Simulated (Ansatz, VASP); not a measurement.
In2O3 in VASP and in Ansatz

```xyz
10
Lattice="2.7581 1.5924 4.8637 -2.7581 1.5924 4.8637 0.0000 -3.1848 4.8637" Properties=species:S:1:pos:R:3 pbc="T T T"
In    0.0000    0.0000    9.3721
In    0.0000    0.0000   12.5145
In    0.0000    0.0000    5.2189
In    0.0000    0.0000    2.0766
O    -1.9409   -0.1769    6.0796
O     0.8172    1.7693    6.0796
O     1.1236   -1.5924    6.0796
O     1.9409    0.1769    8.5115
O    -1.1236    1.5924    8.5115
O    -0.8172   -1.7693    8.5115
```

Alike in both runs: task electric field gradients; functional r2SCAN; k mesh 6 × 6 × 6; occupations fermi-dirac, width 0.01 eV; no spin polarisation.

|  | VASP | Ansatz |
| --- | --- | --- |
| version | VASP 6.6.1 | Ansatz 0.2.0 |
| potentials or method | VASP PAW PBE potentials, release 64 (In_d, O) | plane-wave PAW, scalar-relativistic |
| plane-wave cutoff (eV) | 520 | 500 |
| valence electrons in the cell | 88 | 88 |

|  | VASP | Ansatz | Ansatz less VASP |
| --- | --- | --- | --- |
| gap on the k mesh at the Fermi level (eV) | 1.77 | 1.76 | -0.009 |
| pressure (GPa) | 0.1 | -1.0 | -1.03 |
| traceless stress, the component that is largest in VASP (GPa) | -0.42 | -0.32 | +0.102 |
| rms of the force components (eV/Å) | 0.038 | 0.045 | +0.0071 |
| size of Vzz on the site where it differs most (V/Å²) | 44.5 | 47.3 | +2.89 |

VASP's potentials were made for PBE, not for r2SCAN. Atom by atom the forces differ by 0.007 eV/Å (rms over components).
